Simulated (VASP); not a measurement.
A run of VASP 6.6.1 is set up as follows.

INCAR

```
PREC = Accurate
ENCUT = 520
EDIFF = 1E-6
ISMEAR = 0
SIGMA = 0.01
LREAL = F
LASPH = T
NELM = 60
ALGO = Normal
ISIF = 2
LWAVE = F
LCHARG = F
GGA = CA
NBANDS = 11
```

KPOINTS

```
regular mesh
0
Gamma
  18 18 14
```

POSCAR

```
C
1.0
    2.0885136689     -1.2058866742     -0.0125715011
    2.0885136689      1.2058866742     -0.0125715011
   -1.3777474494      0.0000000000      2.7194503554
C
2
Direct
    0.8341103833      0.8341103833      0.0023281969
    0.1658896167      0.1658896167      0.9976718031
```

Potentials or basis: VASP PAW LDA potentials, release 64 (C).

Run with:

```console
$ cat potpaw_LDA.64/C/POTCAR > POTCAR
$ mpirun -np 1 vasp_std > vasp.out
```

**Question.** Estimate the pressure.

**Answer.** 23.0 GPa.

Stress tensor (GPa, compression positive):
```
23.61  0.00 -0.01
 0.00 23.61  0.00
-0.01  0.00 21.92
```

Caveat: the cell stands under pressure.
